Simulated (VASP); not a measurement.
# Ti (Fm-3m) in VASP: further runs

The runs below take Ti through single point, with LDA.

Everything below comes from runs of VASP 6.6.1. Logs are shortened: lines on timing, memory, paths and dates and some standing lists are left out, and cuts for length are marked.

### 1 The cell of the first run

The structure is cubic, space group Fm-3m (No. 225). Conventional cell: a = 4.005 Å, b = 4.005 Å, c = 4.005 Å, α = 90.00°, β = 90.00°, γ = 90.00°. Within 3.7 Å of Ti (site symmetry m-3m) lie 12 Ti at 2.83 Å.

### 2 Single point, LDA

INCAR

```
SYSTEM = Ti
PREC     = Accurate       ! precision mode
ENCUT    = 520            ! plane-wave cutoff, eV
EDIFF    = 1E-7           ! SCF threshold, eV
ISMEAR   = -1             ! smearing method
SIGMA    = 0.1            ! smearing width, eV
LREAL    = .False.        ! projectors in reciprocal space
LASPH    = .True.         ! aspherical terms in the spheres
NELM     = 80             ! most SCF steps
ALGO     = Normal         ! electronic algorithm
ISIF     = 2              ! what is computed and relaxed
LWAVE    = .False.        ! write WAVECAR
LCHARG   = .False.        ! write CHGCAR
NBANDS   = 12             ! bands
```

KPOINTS

```
regular mesh
0
Gamma
  13 13 13
  0 0 0
```

POSCAR

```
Ti
1.0
    0.0000000000      2.0024352018      2.0024352018
    2.0024352018      0.0000000000      2.0024352018
    2.0024352018      2.0024352018      0.0000000000
Ti
1
Direct
    0.0000000000      0.0000000000      0.0000000000
```

Potentials or basis: VASP PAW LDA potentials, release 64 (Ti_sv).

Started as:

```bash
> cat potpaw_LDA.64/Ti_sv/POTCAR > POTCAR
> mpirun -np 1 vasp_std > vasp.out
```

OUTCAR:

```text
SYSTEM = Ti
   PREC = Accurate
   ENCUT = 520
   EDIFF = 1E-7
   ISMEAR = -1
   LREAL = .False.
   LASPH = .True.
   NELM = 80
   ISIF = 2

 ion  position               nearest neighbor table
   1  0.000  0.000  0.000-

  LATTYP: Found a face centered cubic cell.
 ALAT       =     4.0048704036

  Lattice vectors:

 A1 = (   0.0000000000,   2.0024352018,   2.0024352018)
 A2 = (   2.0024352018,   0.0000000000,   2.0024352018)
 A3 = (   2.0024352018,   2.0024352018,   0.0000000000)

Analysis of symmetry for initial positions (statically):
=====================================================================
 Subroutine PRICEL returns:
 Original cell was already a primitive cell.

 Routine SETGRP: Setting up the symmetry group for a
 face centered cubic supercell.

 Subroutine GETGRP returns: Found 48 space group operations
 (whereof 48 operations were pure point group operations)
 out of a pool of 48 trial point group operations.

The static configuration has the point symmetry O_h .

Analysis of symmetry for dynamics (positions and initial velocities):
=====================================================================
 Subroutine PRICEL returns:
 Original cell was already a primitive cell.

 Routine SETGRP: Setting up the symmetry group for a
 face centered cubic supercell.

 Subroutine GETGRP returns: Found 48 space group operations
 (whereof 48 operations were pure point group operations)
 out of a pool of 48 trial point group operations.

The dynamic configuration has the point symmetry O_h .

 Subroutine INISYM returns: Found 48 space group operations
 (whereof 48 operations are pure point group operations),
 and found     1 'primitive' translations

----------------------------------------------------------------------------------------

                                     Primitive cell

  volume of cell :      16.0585

  direct lattice vectors                    reciprocal lattice vectors
     0.000000000  2.002435202  2.002435202    -0.249695970  0.249695970  0.249695970
     2.002435202  0.000000000  2.002435202     0.249695970 -0.249695970  0.249695970
     2.002435202  2.002435202  0.000000000     0.249695970  0.249695970 -0.249695970

  length of vectors
     2.831871020  2.831871020  2.831871020     0.432486106  0.432486106  0.432486106

  position of ions in fractional coordinates (direct lattice)
     0.000000000  0.000000000  0.000000000

  ion indices of the primitive-cell ions
   primitive index   ion index
                 1           1

[... 73 lines left out ...]
   EDIFFG = 0.1E-05   stopping-criterion for IOM
   NSW    =      0    number of steps for IOM
   IBRION =     -1    ionic relax: 0-MD 1-quasi-New 2-CG
   NFREE  =      0    steps in history (QN), initial steepest desc. (CG)
   ISIF   =      2    stress and relaxation
   ISYM   =      2    0-nonsym 1-usesym 2-fastsym
   POTIM  = 0.5000    time-step for ionic-motion
   TEBEG  =    0.0;   TEEND  =   0.0 temperature during run
   PSTRESS=    0.0 pullay stress
   NELECT =      12.0000    total number of electrons
   NUPDOWN=      -1.0000    fix difference up-down
   EMIN   =  10.00;   EMAX   =-10.00  energy-range for DOS
   EFERMI =   0.00;   METHOD = LEGACY
   ISMEAR =    -1;   SIGMA  =   0.10  broadening in eV -4-tet -1-fermi 0-gaus
   EFERMI_NEDOS =   21; number of points for ismear=-14 and -15
   IALGO  =     38    algorithm
   IMIX   =      4    mixing-type and parameters
     AMIX     =   0.40;   BMIX     =  1.00
     AMIX_MAG =   1.60;   BMIX_MAG =  1.00
  volume/ion in A,a.u.               =      16.06       108.37
  Fermi-wavevector in a.u.,A,eV,Ry     =   1.485594  2.807365 30.027912  2.206989
  Thomas-Fermi vector in A             =   2.598986
   LORBIT       =      0    0 simple, 1 ext, 2 COOP (PROOUT), +10 PAW based schemes
   GGA     = CA    functional components
   LHFCALC =     F    Hartree Fock is set to
   AEXX    =    0.0000 exact exchange contribution
   IVDW    =     0    specifies the selected vdW correction
   LEPSILON=     F    determine dielectric tensor
   LRPA    =     F    only Hartree local field effects (RPA)
 non-spin polarized calculation
  energy-cutoff  :      520.00
  volume of cell :       16.06
 maximum number of plane-waves:       444
 NGX is ok and might be reduce to    24
   NGX = 11   NGY = 11   NGZ = 11

 number of electron      11.9999999 magnetization

 Free energy of the ion-electron system (eV)
  ---------------------------------------------------
  ext. energy  EPLUGINS =         0.00000000
  ---------------------------------------------------
  free energy    TOTEN  =        -8.52569081 eV

  energy without entropy =       -8.47425668  energy(sigma->0) =       -8.49997375

 E-fermi :   8.8439     XC(G=0): -12.1643

 val. band max:        8.8376566708   @ k =  -0.3846   0.3077   0.1538
 cond. band min:       8.8528336016   @ k =   0.3077   0.0000   0.0000
 fundamental gap:      0.0151769308
 Fermi energy:         8.8439107845

 k-point     1 :       0.0000    0.0000    0.0000
  band No.  band energies     occupation
      1     -47.0531      2.00000
      2     -23.1753      2.00000
      3     -23.1753      2.00000
      4     -23.1753      2.00000
      5       2.6530      2.00000
      6       9.7324      0.00028
      7       9.7324      0.00028
      8       9.7324      0.00028
      9      11.5229      0.00000
     10      11.5229      0.00000
     11      24.6224      0.00000
     12      29.4046      0.00000
[... 331 lines left out ...]
 k-point    24 :       0.4615    0.1538    0.0000
  band No.  band energies     occupation
      1     -46.8716      2.00000
      2     -23.9498      2.00000
      3     -23.3851      2.00000
      4     -23.3327      2.00000
      5       6.4902      2.00000
      6       8.4216      1.97111
      7       9.3652      0.01083
      8      10.1957      0.00000
      9      12.7910      0.00000
     10      13.2803      0.00000
     11      18.7668      0.00000
     12      24.2295      0.00000

 [... further k-points ...]
[... 5 lines left out ...]
  --------------------------------------------------------------------------------------
  -------------------------------------------------------------------------------------
  Total       -0.0184301     -0.0184301     -0.0184301     -0.0000000     -0.0000000     -0.0000000
  in kB       -1.8387929     -1.8387929     -1.8387929     -0.0000000     -0.0000000     -0.0000000
  external PRESSURE =      -1.8387929 kB  Pullay stress =       0.0000000 kB

 VOLUME and BASIS-vectors are now :
 -----------------------------------------------------------------------------
  energy-cutoff  :      520.00
  volume of cell :       16.06
      direct lattice vectors                 reciprocal lattice vectors
     0.000000000  2.002435202  2.002435202    -0.249695970  0.249695970  0.249695970
     2.002435202  0.000000000  2.002435202     0.249695970 -0.249695970  0.249695970
     2.002435202  2.002435202  0.000000000     0.249695970  0.249695970 -0.249695970

 POSITION                                       TOTAL-FORCE (eV/Angst)
 -----------------------------------------------------------------------------------
      0.00000      0.00000      0.00000         0.000000      0.000000      0.000000
 -----------------------------------------------------------------------------------
    total drift:                                0.000000     -0.000000      0.000000

  FREE ENERGIE OF THE ION-ELECTRON SYSTEM (eV)
  ---------------------------------------------------
  free  energy   TOTEN  =        -8.5256908080 eV

  energy  without entropy=       -8.4742566840  energy(sigma->0) =       -8.49997375
```

Wall time 11 s (1 thread of Intel Xeon 6975P-C (Granite Rapids), shared host); peak memory 0.13 GiB.

What came out:

```yaml
Free_energy: -8.5257 eV
Pressure: -0.2 GPa
Band_gap_on_the_k_mesh: zero (band 6 reaches 9.73 eV, above the bottom of band 7 at 8.30 eV)
```

### 3 Single point, LDA (volume scaled by 0.88)

INCAR

```
PREC = Accurate
ENCUT = 520
EDIFF = 1E-7
ISMEAR = -1
SIGMA = 0.1
LREAL = F
LASPH = T
NELM = 80
ALGO = Normal
ISIF = 2
LWAVE = F
LCHARG = T
LELF = T
LVHAR = T
NBANDS = 12
```

KPOINTS

```
regular mesh
0
Gamma
  15 15 15
```

POSCAR

```
Ti
1.0
    0.0000000000      1.9189015576      1.9189015576
    1.9189015576      0.0000000000      1.9189015576
    1.9189015576      1.9189015576      0.0000000000
Ti
1
Direct
    0.0000000000      0.0000000000      0.0000000000
```

Potentials or basis: VASP PAW LDA potentials, release 64 (Ti_sv).

Started as:

```bash
> cat potpaw_LDA.64/Ti_sv/POTCAR > POTCAR
> mpirun -np 1 vasp_std > vasp.out
```

It took 14 s on 1 thread of Intel Xeon 6975P-C (Granite Rapids), shared host; peak memory 0.13 GiB.

It converged, with:

| Item | Value |
| --- | --- |
| Free energy | -8.4229 eV |
| Pressure | 18.7 GPa |
| Band gap on the k mesh | zero (band 6 reaches 11.30 eV, above the bottom of band 7 at 9.94 eV) |

Levels at points of the mesh, in eV from the Fermi level:
```csv
k point,band 4,band 5,band 6,band 7,band 8,band 9
"(0.00, 0.00, 0.00)",-31.63,-6.42,0.93,0.93,0.93,3.06
```

### 4 Single point, LDA (volume scaled by 0.92)

INCAR

```
SYSTEM = Ti
PREC     = Accurate       ! precision mode
ENCUT    = 520            ! plane-wave cutoff, eV
EDIFF    = 1E-6           ! SCF threshold, eV
ISMEAR   = -1             ! smearing method
SIGMA    = 0.1            ! smearing width, eV
LREAL    = .False.        ! projectors in reciprocal space
LASPH    = .True.         ! aspherical terms in the spheres
NELM     = 100            ! most SCF steps
ALGO     = Normal         ! electronic algorithm
ISIF     = 2              ! what is computed and relaxed
LWAVE    = .False.        ! write WAVECAR
LCHARG   = .False.        ! write CHGCAR
GGA      = CA             ! functional
NBANDS   = 12             ! bands
```

KPOINTS

```
regular mesh
0
Gamma
  15 15 15
  0 0 0
```

POSCAR

```
Ti
1.0
    0.0000000000      1.9475461025      1.9475461025
    1.9475461025      0.0000000000      1.9475461025
    1.9475461025      1.9475461025      0.0000000000
Ti
1
Direct
    0.0000000000      0.0000000000      0.0000000000
```

Started as:

```bash
> cat potpaw_LDA.64/Ti_sv/POTCAR > POTCAR
> mpirun -np 1 vasp_std > vasp.out
```

Wall time 13 s (1 thread of Intel Xeon 6975P-C (Granite Rapids), shared host); peak memory 0.13 GiB.

Results (log left out):

```yaml
Free_energy: -8.4829 eV
Pressure: 11.3 GPa
Band_gap_on_the_k_mesh: zero (band 6 reaches 10.74 eV, above the bottom of band 7 at 9.44 eV)
```

Levels at points of the mesh, in eV from the Fermi level:
| k point | band 4 | band 5 | band 6 | band 7 | band 8 | band 9 |
| --- | --- | --- | --- | --- | --- | --- |
| (0.00, 0.00, 0.00) | -31.77 | -6.35 | 0.92 | 0.92 | 0.92 | 2.93 |

### 5 Single point, LDA (volume scaled by 0.96)

INCAR

```
SYSTEM = Ti
  PREC = Accurate
  ENCUT = 520
  EDIFF = 1E-6
  ISMEAR = -1
  SIGMA = 0.1
  LREAL = .FALSE.
  LASPH = .TRUE.
  NELM = 100
  ALGO = Normal
  ISIF = 2
  LWAVE = .FALSE.
  LCHARG = .FALSE.
  GGA = CA
  NBANDS = 12
```

KPOINTS

```
Automatic mesh
0
G
  15 15 15
  0 0 0
```

POSCAR

```
Ti
1.0
    0.0000000000      1.9753719491      1.9753719491
    1.9753719491      0.0000000000      1.9753719491
    1.9753719491      1.9753719491      0.0000000000
Ti
1
Direct
    0.0000000000      0.0000000000      0.0000000000
```

Started as:

```bash
> cat potpaw_LDA.64/Ti_sv/POTCAR > POTCAR
> mpirun -np 1 vasp_std > vasp.out
```

Wall time 17 s (1 thread of Intel Xeon 6975P-C (Granite Rapids), shared host); peak memory 0.14 GiB.

The run converged. Its results:

```yaml
Free_energy: -8.5156 eV
Pressure: 5.1 GPa
Band_gap_on_the_k_mesh: zero (band 6 reaches 10.22 eV, above the bottom of band 7 at 8.97 eV)
```

Levels at points of the mesh, in eV from the Fermi level:
| k point | band 3 | band 4 | band 5 | band 6 | band 7 | band 8 | band 9 | band 10 |
| --- | --- | --- | --- | --- | --- | --- | --- | --- |
| (0.00, 0.00, 0.00) | -31.90 | -31.90 | -6.28 | 0.90 | 0.90 | 0.90 | 2.80 | 2.80 |

### 6 Summary

```csv
cell,k mesh,gap on the mesh (eV),pressure (GPa)
"a = 2.832 Å, angles 60.0°, 1 atom",13 × 13 × 13,none,-0.2
"a = 2.714 Å, angles 60.0°, 1 atom",15 × 15 × 15,none,18.7
"a = 2.754 Å, angles 60.0°, 1 atom",15 × 15 × 15,none,11.3
"a = 2.794 Å, angles 60.0°, 1 atom",15 × 15 × 15,none,5.1
```

Alike in all rows: task single point; level LDA; potentials or basis VASP PAW LDA potentials, release 64 (Ti_sv); no spin polarisation; cutoff (eV) 520; smearing fermi-dirac 0.1 eV.

Total energies depend on the potentials used, so only differences within one code and one set of settings carry meaning.
